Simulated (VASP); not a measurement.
Wanted: the native input for a VASP 6.6.1 run.

```yaml
Task: relaxation of cell and atoms
Functional: PBE
Potentials_or_basis: VASP PAW PBE potentials, release 64 (K_sv, Li_sv)
Cutoff: 600 eV
k_mesh: 4 × 4 × 4
Occupations: gaussian, width 0.1 eV
Spin: no spin polarisation
Dipole_correction: no
Further_INCAR_settings: ALGO = Normal; EDIFF = 1e-07; IBRION = 2; EDIFFG = -0.04; NSW = 90; ISIF = 3
```

The structure of KLi lies in POSCAR:

```
KLi
1.0
    0.0000000000      3.7424758808      3.7424758808
    3.7424758808      0.0000000000      3.7424758808
    3.7424758808      3.7424758808      0.0000000000
K Li
2 2
Direct
    0.5000000000      0.5000000000      0.5000000000
    0.7500000000      0.7500000000      0.7500000000
    0.0000000000      0.0000000000      0.0000000000
    0.2500000000      0.2500000000      0.2500000000
```

These files were run (other wordings do the same):

INCAR

```
SYSTEM = KLi
  PREC = Accurate
  ENCUT = 600
  EDIFF = 1E-7
  ISMEAR = 0
  SIGMA = 0.1
  LREAL = .FALSE.
  LASPH = .TRUE.
  NELM = 80
  ALGO = Normal
  ISIF = 3
  LWAVE = .FALSE.
  LCHARG = .FALSE.
  GGA = PE
  IBRION = 2
  NSW = 90
  EDIFFG = -0.04
```

KPOINTS

```
regular mesh
0
G
  4 4 4
  0 0 0
```

Potentials or basis: VASP PAW PBE potentials, release 64 (K_sv, Li_sv).

Run with:

```bash
$ cat potpaw_PBE.64/K_sv/POTCAR potpaw_PBE.64/Li_sv/POTCAR > POTCAR
$ mpirun -np 1 vasp_std > vasp.out
```

Results of the run:

The relaxed volume is 41.62 Å³/atom, the relaxed cell is a = 6.175 Å, b = 6.175 Å, c = 6.175 Å, α = 60.00°, β = 60.00°, γ = 60.00° and the space group after relaxing (to 0.1 Å) is Fd-3m (No. 227). The energy gained by relaxing is 278.1 meV/atom. The ionic steps are 4. The pressure after relaxing is 0.0 GPa and the band gap on the k mesh is zero (bands 12 and 13 overlap by 1.85 eV).

Caveat: the k points lie up to 0.31 Å⁻¹ apart in the final cell, too coarse for converged energies and pressures of a metal; the cutoff is under 1.25 times the usual one of these potentials, so pressure, stress and relaxed cells hold a basis-set (Pulay) error; the volume moved by over 15 % at a fixed basis, so the end points are rough.

It took 60 s on 1 thread of Intel(R) Xeon(R) Platinum 8488C (Sapphire Rapids), on a shared host, peak memory 0.26 GiB.
